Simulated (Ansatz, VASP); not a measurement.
# One calculation of BaHfO3, two programs

The input POSCAR:

```
BaHfO3
1.0
    4.1770587708      0.0000000000      0.0000000000
    0.0000000000      4.1770587708      0.0000000000
    0.0000000000      0.0000000000      4.1770587708
Ba Hf O
1 1 3
Direct
    0.0000000000      0.0000000000      0.0000000000
    0.5000000000      0.5000000000      0.5000000000
    0.5000000000      0.5000000000      0.0000000000
    0.5000000000      0.0000000000      0.5000000000
    0.0000000000      0.5000000000      0.5000000000
```

INCAR.step1

```
PREC = Accurate
ENCUT = 520
EDIFF = 1E-5
ISMEAR = 0
SIGMA = 0.01
LREAL = False
LASPH = True
NELM = 60
ALGO = Normal
ISIF = 2
LWAVE = True
LCHARG = False
GGA = PE
NBANDS = 27
```

INCAR.step2

```
PREC = Accurate
ENCUT = 520
EDIFF = 1E-6
ISMEAR = 0
SIGMA = 0.01
LREAL = False
LASPH = True
NELM = 60
ALGO = Normal
ISIF = 2
LWAVE = False
LCHARG = False
GGA = PE
LHFCALC = True
HFSCREEN = 0.2079
PRECFOCK = Fast
ISTART = 1
NBANDS = 27
```

The input KPOINTS:

```
regular mesh
0
Gamma
  4 4 4
```

Input for Ansatz:

```yaml
crystal:
  lattice:
    - [4.1770587708, 0.0, 0.0]
    - [0.0, 4.1770587708, 0.0]
    - [0.0, 0.0, 4.1770587708]
  atoms:
    - { symbol: Ba, position: [0.0, 0.0, 0.0] }
    - { symbol: Hf, position: [0.5, 0.5, 0.5] }
    - { symbol: O, position: [0.5, 0.5, 0.0] }
    - { symbol: O, position: [0.5, 0.0, 0.5] }
    - { symbol: O, position: [0.0, 0.5, 0.5] }
kpoints:
  mp_grid: { grid: [4, 4, 4] }
  band_path:
    path: [[0.0, 0.0, 0.0], [0.0, 0.5, 0.0], [0.5, 0.5, 0.0], [0.5, 0.5, 0.5]]
    npoints: 1
hamiltonian:
  xc: hse06
scf:
  occupations: { method: fixed }
  n_extra_bands: 5
output:
  forces: true
  stress: true
  eigenvalues: true
  write_density: true
  write_potential: true
  elf: true
  volumetric_format: npy
```

Alike in both runs: task single point; functional HSE06; k mesh 4 × 4 × 4; no spin polarisation.

|  | VASP | Ansatz |
| --- | --- | --- |
| version | VASP 6.6.1 | Ansatz 0.2.0 |
| potentials or method | VASP PAW PBE potentials, release 64 (Ba_sv, Hf_pv, O) | plane waves, PAW |
| plane-wave cutoff (eV) | 520 | 420 |
| occupations | gaussian, width 0.01 eV | fixed |
| valence electrons in the cell | 38 | 54 |

|  | VASP | Ansatz | Ansatz less VASP |
| --- | --- | --- | --- |
| gap on the k mesh at the Fermi level (eV) | 5.05 | 5.18 | +0.130 |
| pressure (GPa) | -1.5 | -0.2 | +1.24 |

VASP's potentials hold 38 valence electrons a cell and Ansatz's 54, so a difference there can come from the potentials and not from the codes. Ansatz's warnings: stress exchange threshold loose, stress scf threshold loose.

Neither program's run includes spin-orbit coupling.
